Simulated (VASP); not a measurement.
# CuO (P1) in VASP: notebook

The runs below take CuO through single point, with PBE, r2SCAN+U.

Program: VASP 6.6.1. These are calculated values, not measurements. Logs are shortened: lines on timing, memory, paths and dates and some standing lists are left out, and cuts for length are marked.

## (1) The cell of the first run

The typed cell holds 8 atoms: a = 2.900 Å, b = 5.129 Å, c = 5.643 Å, α = 93.94°, β = 101.64°, γ = 97.69°.

## (2) Single point, PBE

Contents of INCAR:

```
SYSTEM = CuO
PREC = Accurate
ENCUT = 820
EDIFF = 1E-6
ISMEAR = -1
SIGMA = 0.05
LREAL = .FALSE.
LASPH = .TRUE.
NELM = 120
ALGO = Normal
ISIF = 2
LWAVE = .FALSE.
LCHARG = .FALSE.
GGA = PE
NBANDS = 60
GGA_COMPAT = .FALSE.
```

Contents of KPOINTS:

```
regular mesh
0
G
  4 3 2
  0 0 0
```

Contents of POSCAR:

```
CuO
1.0
   -2.3418500000      1.7113000000      0.0000000000
    0.8500300000      0.0000000000     -5.0578700000
   -2.3418500000     -5.1339000000      0.0000000000
Cu O
4 4
Direct
    0.2479969100      0.0006014900      0.2432966400
    0.7479969100      0.0006014900      0.7432966400
    0.9979969100      0.5006014900      0.4932966400
    0.4979969100      0.5006014900      0.9932966400
    0.7071969100      0.7506014900      0.2840966400
    0.2071969100      0.7506014900      0.7840966400
    0.7887969100      0.2506014900      0.2024966400
    0.3048216600      0.2457895500      0.7561235500
```

Potentials or basis: VASP PAW PBE potentials, release 64 (Cu_sv_GW, O).

The run is started by

```sh
cat potpaw_PBE.64/Cu_sv_GW/POTCAR potpaw_PBE.64/O/POTCAR > POTCAR
mpirun -np 1 vasp_std > vasp.out
```

OUTCAR:

```text
SYSTEM = CuO
   PREC = Accurate
   ENCUT = 820
   EDIFF = 1E-6
   ISMEAR = -1
   LREAL = .FALSE.
   LASPH = .TRUE.
   NELM = 120
   ISIF = 2
   GGA = PE

 ion  position               nearest neighbor table
   1  0.248  0.001  0.243-   5 1.95   7 1.95   7 1.96   5 1.96
   2  0.748  0.001  0.743-   8 1.90   8 1.92   6 1.95   6 1.96
   3  0.998  0.501  0.493-   7 1.95   6 1.95   5 1.96   8 2.18
   4  0.498  0.501  0.993-   8 1.75   5 1.95   6 1.96   7 1.96
   5  0.707  0.751  0.284-   1 1.95   4 1.95   3 1.96   1 1.96
   6  0.207  0.751  0.784-   2 1.95   3 1.95   4 1.96   2 1.96
   7  0.789  0.251  0.202-   3 1.95   1 1.95   1 1.96   4 1.96
   8  0.305  0.246  0.756-   4 1.75   2 1.90   2 1.92   3 2.18

  LATTYP: Found a triclinic cell.
 ALAT       =     8.8711867116
 B/A-ratio  =     0.3269556130
 C/A-ratio  =     1.3190826441
 COS(alpha) =     0.0053209128
 COS(beta)  =     0.5659575896
 COS(gamma) =     0.7822162007

  Lattice vectors:

 A1 = (  -2.3418500000,   8.5565000000,   0.0000000000)
 A2 = (  -2.3418500000,   1.7113000000,   0.0000000000)
 A3 = (   6.1755200000,   8.5565000000,   5.0578700000)

Analysis of symmetry for initial positions (statically):
=====================================================================
 Subroutine PRICEL returns:
 Original cell was already a primitive cell.

 Routine SETGRP: Setting up the symmetry group for a
 triclinic supercell.

 Subroutine GETGRP returns: Found  1 space group operations
 (whereof  1 operations were pure point group operations)
 out of a pool of  2 trial point group operations.

The static configuration has the point symmetry C_1 .

Analysis of symmetry for dynamics (positions and initial velocities):
=====================================================================
 Subroutine PRICEL returns:
 Original cell was already a primitive cell.

 Routine SETGRP: Setting up the symmetry group for a
 triclinic supercell.

 Subroutine GETGRP returns: Found  1 space group operations
 (whereof  1 operations were pure point group operations)
 out of a pool of  2 trial point group operations.

The dynamic configuration has the point symmetry C_1 .

 Subroutine INISYM returns: Found  1 space group operations
 (whereof  1 operations are pure point group operations),
 and found     1 'primitive' translations

----------------------------------------------------------------------------------------

                                     Primitive cell

  volume of cell :      81.0798

  direct lattice vectors                    reciprocal lattice vectors
    -2.341850000  1.711300000  0.000000000    -0.320259624  0.146087770 -0.053823109
     0.850030000  0.000000000 -5.057870000     0.000000000  0.000000000 -0.197711685
    -2.341850000 -5.133900000  0.000000000    -0.106753208 -0.146087770 -0.017941036

  length of vectors
     2.900484289  5.128801023  5.642799893     0.356096602  0.197711685  0.181823443

  position of ions in fractional coordinates (direct lattice)
     0.247996910  0.000601490  0.243296640
     0.747996910  0.000601490  0.743296640
     0.997996910  0.500601490  0.493296640
     0.497996910  0.500601490  0.993296640
     0.707196910  0.750601490  0.284096640
     0.207196910  0.750601490  0.784096640
     0.788796910  0.250601490  0.202496640
     0.304821660  0.245789550  0.756123550

  ion indices of the primitive-cell ions
   primitive index   ion index
                 1           1
                 2           2
                 3           3
                 4           4
                 5           5
                 6           6
                 7           7
                 8           8

----------------------------------------------------------------------------------------

 KPOINTS: regular mesh

Automatic generation of k-mesh.
 Grid dimensions read from file:
 generate k-points for:    4    3    2

 Generating k-lattice:

  Cartesian coordinates                     Fractional coordinates (reciprocal lattice)
    -0.080064906  0.036521942 -0.013455777     0.250000000  0.000000000  0.000000000
     0.000000000  0.000000000 -0.065903895     0.000000000  0.333333333  0.000000000
    -0.053376604 -0.073043885 -0.008970518     0.000000000 -0.000000000  0.500000000

  Length of vectors
     0.089024151  0.065903895  0.090911722

  Shift w.r.t. Gamma in fractional coordinates (k-lattice)
     0.000000000  0.000000000  0.000000000

 Subroutine IBZKPT returns following result:
 ===========================================

 Found     14 irreducible k-points:

 Following reciprocal coordinates:
            Coordinates               Weight
  0.000000  0.000000  0.000000      1.000000
  0.250000  0.000000 -0.000000      2.000000
  0.500000  0.000000 -0.000000      1.000000
  0.000000  0.333333  0.000000      2.000000
  0.250000  0.333333 -0.000000      2.000000
  0.500000  0.333333 -0.000000      2.000000
 -0.250000  0.333333  0.000000      2.000000
  0.000000  0.000000  0.500000      1.000000
  0.250000 -0.000000  0.500000      2.000000
  0.500000  0.000000  0.500000      1.000000
  0.000000  0.333333  0.500000      2.000000
  0.250000  0.333333  0.500000      2.000000
  0.500000  0.333333  0.500000      2.000000
 -0.250000  0.333333  0.500000      2.000000
   k-points           NKPTS =     14   k-points in BZ     NKDIM =     14   number of bands    NBANDS=     60
   number of dos      NEDOS =    301   number of ions     NIONS =      8
   total plane-waves  NPLWV =  72576
   dimension x,y,z NGX =    28 NGY =   48 NGZ =   54
   dimension x,y,z NGXF=    56 NGYF=   96 NGZF=  108
   ions per type =               4   4
   NGX,Y,Z   is equivalent  to a cutoff of  16.05, 15.56, 15.91 a.u.
   NGXF,Y,Z  is equivalent  to a cutoff of  32.10, 31.12, 31.82 a.u.
 SYSTEM =  CuO
   PREC   = accura    normal or accurate (medium, high low for compatibility)
   ISTART =      0    job   : 0-new  1-cont  2-samecut
   ICHARG =      2    charge: 1-file 2-atom 10-const
   ISPIN  =      1    spin polarized calculation?
   LNONCOLLINEAR =      F non collinear calculations
   LSORBIT =      F    spin-orbit coupling
   LASPH  =      T    aspherical Exc in radial PAW
   ENCUT  =  820.0 eV  60.27 Ry    7.76 a.u.   6.77 11.98 13.18*2*pi/ulx,y,z
   NELM   =    120;   NELMIN=  2; NELMDL= -5     # of ELM steps
   EDIFF  = 0.1E-05   stopping-criterion for ELM
   LREAL  =      F    real-space projection
   EDIFFG = 0.1E-04   stopping-criterion for IOM
   NSW    =      0    number of steps for IOM
   IBRION =     -1    ionic relax: 0-MD 1-quasi-New 2-CG
   NFREE  =      0    steps in history (QN), initial steepest desc. (CG)
   ISIF   =      2    stress and relaxation
   ISYM   =      2    0-nonsym 1-usesym 2-fastsym
   POTIM  = 0.5000    time-step for ionic-motion
   TEBEG  =    0.0;   TEEND  =   0.0 temperature during run
   PSTRESS=    0.0 pullay stress
   NELECT =     100.0000    total number of electrons
   NUPDOWN=      -1.0000    fix difference up-down
   EMIN   =  10.00;   EMAX   =-10.00  energy-range for DOS
   EFERMI =   0.00;   METHOD = LEGACY
   ISMEAR =    -1;   SIGMA  =   0.05  broadening in eV -4-tet -1-fermi 0-gaus
   EFERMI_NEDOS =   21; number of points for ismear=-14 and -15
   IALGO  =     38    algorithm
   IMIX   =      4    mixing-type and parameters
     AMIX     =   0.40;   BMIX     =  1.00
     AMIX_MAG =   1.60;   BMIX_MAG =  1.00
  volume/ion in A,a.u.               =      10.13        68.39
  Fermi-wavevector in a.u.,A,eV,Ry     =   1.755647  3.317692 41.937190  3.082296
  Thomas-Fermi vector in A             =   2.825352
   LORBIT       =      0    0 simple, 1 ext, 2 COOP (PROOUT), +10 PAW based schemes
   GGA     = PE    functional components
   LHFCALC =     F    Hartree Fock is set to
   AEXX    =    0.0000 exact exchange contribution
   IVDW    =     0    specifies the selected vdW correction
   LEPSILON=     F    determine dielectric tensor
   LRPA    =     F    only Hartree local field effects (RPA)
 non-spin polarized calculation
  energy-cutoff  :      820.00
  volume of cell :       81.08
 maximum number of plane-waves:      4336
   NGX = 13   NGY = 23   NGZ = 27

 number of electron     100.0000000 magnetization

 number of electron      99.9999968 magnetization

 Free energy of the ion-electron system (eV)
  ---------------------------------------------------
  ext. energy  EPLUGINS =         0.00000000
  ---------------------------------------------------
  free energy    TOTEN  =       -39.07942982 eV

  energy without entropy =      -39.03605150  energy(sigma->0) =      -39.05774066

 E-fermi :   5.8159     XC(G=0): -12.2729

 val. band max:        5.8101181255   @ k =   0.2500   0.3333  -0.0000
 cond. band min:       5.8179083340   @ k =   0.0000   0.0000   0.5000
 fundamental gap:      0.0077902085
 Fermi energy:         5.8158804543

 k-point     1 :       0.0000    0.0000    0.0000
  band No.  band energies     occupation
      1    -107.1652      2.00000
      2    -106.9009      2.00000
      3    -106.8539      2.00000
      4    -106.6202      2.00000
      5     -64.7888      2.00000
      6     -64.6293      2.00000
[... 52 lines left out ...]
     59      16.9758      0.00000
     60      17.0853      0.00000

 k-point     2 :       0.2500    0.0000   -0.0000
  band No.  band energies     occupation
      1    -107.1650      2.00000
      2    -106.9006      2.00000
      3    -106.8536      2.00000
      4    -106.6199      2.00000
      5     -64.7885      2.00000
      6     -64.6300      2.00000
[... 52 lines left out ...]
     59      15.0311      0.00000
     60      16.0104      0.00000

 k-point     3 :       0.5000    0.0000   -0.0000
  band No.  band energies     occupation
      1    -107.1646      2.00000
      2    -106.9002      2.00000
      3    -106.8532      2.00000
      4    -106.6196      2.00000
      5     -64.7881      2.00000
      6     -64.6307      2.00000
[... 682 lines left out ...]
     59      14.8072      0.00000
     60      15.6784      0.00000

 k-point    14 :      -0.2500    0.3333    0.5000
  band No.  band energies     occupation
      1    -107.1649      2.00000
      2    -106.9006      2.00000
      3    -106.8536      2.00000
      4    -106.6199      2.00000
      5     -64.7885      2.00000
      6     -64.6300      2.00000
[... 52 lines left out ...]
     59      15.7970      0.00000
     60      16.3405      0.00000

------------------------ aborting loop because EDIFF is reached ----------------------------------------

  FORCE on cell =-STRESS in cart. coord.  units (eV):
  Direction    XX          YY          ZZ          XY          YZ          ZX
  --------------------------------------------------------------------------------------
  -------------------------------------------------------------------------------------
  Total        3.3283917      4.4179324      4.6583621      0.6458347      1.1912864      1.0399033
  in kB       65.7706509     87.3005070     92.0515156     12.7620095     23.5404029     20.5489988
  external PRESSURE =      81.7075579 kB  Pullay stress =       0.0000000 kB

 VOLUME and BASIS-vectors are now :
 -----------------------------------------------------------------------------
  energy-cutoff  :      820.00
  volume of cell :       81.08
      direct lattice vectors                 reciprocal lattice vectors
    -2.341850000  1.711300000  0.000000000    -0.320259624  0.146087770 -0.053823109
     0.850030000  0.000000000 -5.057870000     0.000000000  0.000000000 -0.197711685
    -2.341850000 -5.133900000  0.000000000    -0.106753208 -0.146087770 -0.017941036

 POSITION                                       TOTAL-FORCE (eV/Angst)
 -----------------------------------------------------------------------------------
     -1.15002     -0.82466     -0.00304        -0.038674      0.065174     -0.038801
     -3.49187     -2.53596     -0.00304        -0.100023     -0.452502      0.399027
     -3.06686     -0.82466     -2.53198        -0.379977     -0.221169      0.407090
     -3.06686     -4.24726     -2.53198        -1.089301     -1.321263     -1.566720
     -1.68343     -0.24830     -3.79644         0.165845      0.296813     -0.153914
     -1.68343     -3.67090     -3.79644         0.146269      0.436090      0.296605
     -2.10844      0.31027     -1.26751        -0.373721     -0.658335     -0.010853
     -2.27565     -3.36022     -1.24317         1.669583      1.855192      0.667565
 -----------------------------------------------------------------------------------
    total drift:                                0.002487      0.001973     -0.000420

  FREE ENERGIE OF THE ION-ELECTRON SYSTEM (eV)
  ---------------------------------------------------
  free  energy   TOTEN  =       -39.0794298248 eV

  energy  without entropy=      -39.0360515006  energy(sigma->0) =      -39.05774066
```

It took 2.1 min on 1 thread of Intel Xeon 6975P-C (Granite Rapids), shared host; peak memory 0.31 GiB.

Results:

```yaml
Free_energy: -39.0794 eV
Pressure: 8.2 GPa
Largest_force: 2.584 eV/Å
Band_gap_on_the_k_mesh: zero (bands 50 and 51 overlap by 0.36 eV)
```

Forces in eV/Å, atoms in the order of the input:
```
Cu  -0.039  0.065 -0.039
Cu  -0.100 -0.453  0.399
Cu  -0.380 -0.221  0.407
Cu  -1.089 -1.321 -1.567
O    0.166  0.297 -0.154
O    0.146  0.436  0.297
O   -0.374 -0.658 -0.011
O    1.670  1.855  0.668
```

Levels at points of the mesh, in eV from the Fermi level:
| k point | band 47 | band 48 | band 49 | band 50 | band 51 | band 52 | band 53 | band 54 |
| --- | --- | --- | --- | --- | --- | --- | --- | --- |
| (0.00, 0.00, 0.00) | -1.55 | -1.46 | 0.05 | 0.16 | 0.29 | 0.92 | 1.67 | 4.42 |
| (0.50, 0.00, 0.00) | -1.36 | -1.17 | -1.00 | -0.83 | 0.49 | 0.89 | 4.66 | 5.33 |
| (0.00, 0.00, 0.50) | -1.66 | -1.58 | -0.19 | 0.00 | 0.48 | 0.69 | 3.27 | 3.76 |
| (0.50, 0.00, 0.50) | -1.46 | -1.25 | -0.77 | -0.12 | 0.30 | 1.10 | 3.07 | 4.61 |

Caveat: the k points lie up to 0.57 Å⁻¹ apart; semilocal functionals underestimate gaps, and a narrow one can read as zero; semilocal functionals often make such compounds metallic where correlation or magnetic order opens a gap, which also shifts bond lengths; forces of over 1 eV/Å act on the atoms, so gaps and moduli don't describe the material at rest. With open d or f shells a metallic result of PBE can be an artefact of self-interaction; +U or a hybrid may open a gap.

## (3) Single point, r2SCAN+U

POSCAR is that of step 2.

Contents of INCAR.step1:

```
SYSTEM = CuO
PREC = Accurate ; ENCUT = 520
ISMEAR = -1 ; SIGMA = 0.05
LREAL = .False. ; LASPH = .True.
NELM = 150 ; LMAXMIX = 4
LDAU = .True. ; LDAUTYPE = 2
LDAUL = 2 -1 ; LDAUU = 4.5 0
LDAUJ = 0 0 ; NBANDS = 44
GGA = PE ; ALGO = Normal
EDIFF = 1E-4 ; LWAVE = .True.
LCHARG = .False.
```

Contents of INCAR.step2:

```
SYSTEM = CuO
PREC = Accurate ; ENCUT = 520
EDIFF = 1E-7 ; ISMEAR = -1
SIGMA = 0.05 ; LREAL = .False.
LASPH = .True. ; NELM = 150
ALGO = Normal ; ISIF = 2
LWAVE = .False. ; LCHARG = .False.
LMAXMIX = 4 ; LDAU = .True.
LDAUTYPE = 2 ; LDAUL = 2 -1
LDAUU = 4.5 0 ; LDAUJ = 0 0
LDAUPRINT = 1 ; METAGGA = R2SCAN
LMIXTAU = .True. ; NBANDS = 44
ISTART = 1
```

Contents of KPOINTS:

```
regular mesh
0
Gamma
  9 5 5
  0 0 0
```

Potentials or basis: VASP PAW PBE potentials, release 64 (Cu, O).

The run is started by

```sh
cat potpaw_PBE.64/Cu/POTCAR potpaw_PBE.64/O/POTCAR > POTCAR
cp INCAR.step1 INCAR
mpirun -np 1 vasp_std > vasp.out
cp INCAR.step2 INCAR
mpirun -np 1 vasp_std > vasp.out
```

It took 24 min on 1 thread of Oxide Virtual Turin-like, shared host; peak memory 0.38 GiB.

Results (log left out):

| Property | Result |
| --- | --- |
| Free energy | -66.5805 eV |
| Pressure | -0.6 GPa |
| Largest force | 2.520 eV/Å |
| Band gap on the k mesh | zero (bands 34 and 35 overlap by 0.63 eV) |

Forces in eV/Å, atoms in the order of the input:
```
Cu   0.010  0.137  0.002
Cu  -0.231 -0.559  0.381
Cu  -0.324 -0.178  0.290
Cu  -0.997 -1.237 -1.386
O    0.174  0.264 -0.188
O    0.116  0.368  0.227
O   -0.359 -0.612  0.007
O    1.613  1.818  0.666
```

Stress tensor (GPa, compression positive):
```
-1.68  1.33  2.47
 1.33  0.09  2.28
 2.47  2.28 -0.30
```

Levels at points of the mesh, in eV from the Fermi level:
```tsv
k point	band 30	band 31	band 32	band 33	band 34	band 35	band 36	band 37	band 38	band 39
(0.00, 0.00, 0.00)	-2.35	-2.22	-1.97	0.12	0.28	0.39	1.02	2.26	5.42	6.64
```

Eigenvalues of the final occupation matrices:
```tsv
site	spin	trace	eigenvalues
site 1 d	1	4.64	0.78 0.95 0.97 0.97 0.98
site 1 d	2	4.64	0.78 0.95 0.97 0.97 0.98
site 2 d	1	4.64	0.77 0.95 0.97 0.97 0.98
site 2 d	2	4.64	0.77 0.95 0.97 0.97 0.98
site 3 d	1	4.66	0.81 0.95 0.97 0.97 0.97
site 3 d	2	4.66	0.81 0.95 0.97 0.97 0.97
site 4 d	1	4.64	0.76 0.95 0.97 0.97 0.98
site 4 d	2	4.64	0.76 0.95 0.97 0.97 0.98
```

Caveat: the PAW data sets were made with another functional, which shifts forces and pressure a little; U without spin polarisation on a metal has little footing.
